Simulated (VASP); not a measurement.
Rb3Pt:

```
CELL_PARAMETERS angstrom
5.49879 0.00000 0.00000
0.00000 5.49879 0.00000
0.00000 0.00000 5.49879
ATOMIC_POSITIONS crystal
Rb 0.00000 0.00000 0.50000
Rb 0.00000 0.50000 0.00000
Rb 0.50000 0.00000 0.00000
Pt 0.50000 0.50000 0.50000
```

Base run:

```yaml
Program: VASP 6.6.1
Functional: PBEsol
Potentials_or_basis: VASP PAW PBE potentials, release 64 (Rb_sv, Pt)
Cutoff: 500 eV
k_mesh: 4 × 4 × 4
Occupations: gaussian, width 0.1 eV
Spin: no spin polarisation
```

Its results: pressure -1.1 GPa.

The run is repeated on the same cell with these changes: functional from PBEsol to PBE; occupations from gaussian, width 0.1 eV to methfessel-paxton, width 0.0680285 eV. What comes out?

Pressure -0.1 GPa.

Caveats: the PAW data sets were made with another functional, which shifts forces and pressure a little (some runs).
